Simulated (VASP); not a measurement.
Set up this calculation in VASP 6.6.1, as the native input.

```
Task                   : single point
Functional             : PBEsol
Potentials or basis    : VASP PAW PBE potentials, release 64 (Na_pv, N)
Cutoff                 : 520 eV
k mesh                 : 2 × 2 × 2
Occupations            : fermi-dirac, width 0.15 eV
Spin                   : no spin polarisation
Dipole correction      : no
Further INCAR settings : LREAL = Auto; ALGO = Normal; EDIFF = 1e-07; NBANDS = 72
```

The structure of Na16N (a cell with a defect) lies in POSCAR:

```
Na16N
1.0
    8.4600000000      0.0000000000      0.0000000000
    0.0000000000      8.4600000000      0.0000000000
    0.0000000000      0.0000000000      8.4600000000
Na N
16 1
Direct
    0.0075413712     -0.0192198582     -0.0310283688
    0.5178486998      0.0404728132     -0.0374113475
    0.0352127660      0.5194917258      0.0016075650
    0.0523758865     -0.0965839243      0.5212411348
    0.2145153664      0.2923049645      0.2263475177
    0.5360165485      0.4435933806      0.0322695035
    0.5062765957      0.0596099291      0.5760165485
    0.8308747045      0.2074231678      0.2117612293
   -0.0310165485      0.4635342790      0.5287943262
    0.3372104019      0.6999290780      0.2735342790
    0.2146335697      0.2078959811      0.7841607565
    0.5131796690      0.4389361702      0.4649881797
    0.8170094563      0.7694208038      0.2561111111
    0.8416903073      0.2225886525      0.8510638298
    0.3453900709      0.7957092199      0.7179432624
    0.7172340426      0.7064539007      0.6519739953
    0.0551654846      0.2729787234     -0.0197281324
```

These files were run (other wordings do the same):

INCAR

```
SYSTEM = Na16N
PREC = Accurate ; ENCUT = 520
EDIFF = 1E-7 ; ISMEAR = -1
SIGMA = 0.15 ; LREAL = Auto
LASPH = .TRUE. ; NELM = 100
ALGO = Normal ; ISIF = 2
LWAVE = .FALSE. ; LCHARG = .FALSE.
GGA = PS ; NBANDS = 72
```

KPOINTS

```
regular mesh
0
G
  2 2 2
  0 0 0
```

Potentials or basis: VASP PAW PBE potentials, release 64 (Na_pv, N).

The run is started by

```bash
$ cat potpaw_PBE.64/Na_pv/POTCAR potpaw_PBE.64/N/POTCAR > POTCAR
$ mpirun -np 1 vasp_std > vasp.out
```

It gave:

The pressure is 0.7 GPa. The largest force is 1.655 eV/Å and the band gap on the k mesh is zero (an odd number of electrons rules out a gap without spin polarisation).

Caveat: the k points lie up to 0.37 Å⁻¹ apart, too coarse for converged energies and pressures of a metal; the PAW data sets were made with another functional, which shifts forces and pressure a little.

Wall time 15 min on 1 thread of AMD EPYC 7R43 64-Core Processor (Zen 3), with other jobs on the host, peak memory 0.61 GiB.
